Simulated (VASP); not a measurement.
Here is a VASP 6.6.1 calculation.

Contents of INCAR:

```
SYSTEM = Si2Ni
ALGO = Normal
EDIFF = 1E-6
ENCUT = 520
GGA = PE
ISIF = 2
ISMEAR = 0
ISPIN = 2
LASPH = .TRUE.
LCHARG = .FALSE.
LMAXMIX = 4
LORBIT = 11
LREAL = .FALSE.
LWAVE = .FALSE.
MAGMOM = 0 0 1
NBANDS = 20
NELM = 150
NUPDOWN = 1.0
PREC = Accurate
SIGMA = 0.15
```

File KPOINTS:

```
k-points
0
G
  14 14 14
  0 0 0
```

Contents of POSCAR:

```
Si2Ni
1.0
    0.0000000000      2.7231673631      2.7231673631
    2.7231673631      0.0000000000      2.7231673631
    2.7231673631      2.7231673631      0.0000000000
Si Ni
2 1
Direct
    0.2500000000      0.2500000000      0.2500000000
    0.7500000000      0.7500000000      0.7500000000
    0.0000000000      0.0000000000      0.0000000000
```

Potentials or basis: VASP PAW PBE potentials, release 64 (Si, Ni).

Command:

```sh
$ cat potpaw_PBE.64/Si/POTCAR potpaw_PBE.64/Ni/POTCAR > POTCAR
$ mpirun -np 1 vasp_std > vasp.out
```

(1) Predict the pressure.

## Answers

(1) 3.5 GPa.

Caveat: the cell stands under pressure; the total moment is fixed, so each spin has its own Fermi level.
